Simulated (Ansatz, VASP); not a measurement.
Cd in VASP and in Ansatz

```
Cd
1.0
     0.00000    1.74421    5.51374
     2.46719    0.00000    5.51374
     2.46719    1.74421    0.00000
Cd
2
Direct
  0.25000 0.25000 0.25000
  0.00000 0.00000 0.00000
```

Alike in both runs: functional PBE; k mesh 6 × 6 × 6; occupations gaussian, width 0.1 eV; no spin polarisation.

Ansatz relaxed the structure, and its values are those at the end. VASP's run is a single point on that final structure, the one shown.

```csv
,VASP,Ansatz
version,VASP 6.6.1,Ansatz 0.2.0
potentials or method,"VASP PAW PBE potentials, release 64 (Cd), cutoff 520 eV","scalar-relativistic, plane waves, PAW"
valence electrons in the cell,24,40
```

Ansatz gave:

- gap on the k mesh at the Fermi level (eV): none
- pressure (GPa): 0.0

Task: Estimate VASP's values.

Result: gap on the k mesh at the Fermi level (eV): none; pressure (GPa): 0.2.

A gap of «none» marks a metal or a gap that the smearing closes. With one functional, cell and mesh, what is left measures potentials, basis and numerics. VASP's potentials hold 24 valence electrons a cell and Ansatz's 40, so a difference there can come from the potentials and not from the codes.

The k mesh is coarse, so the values compare programs but aren't converged.
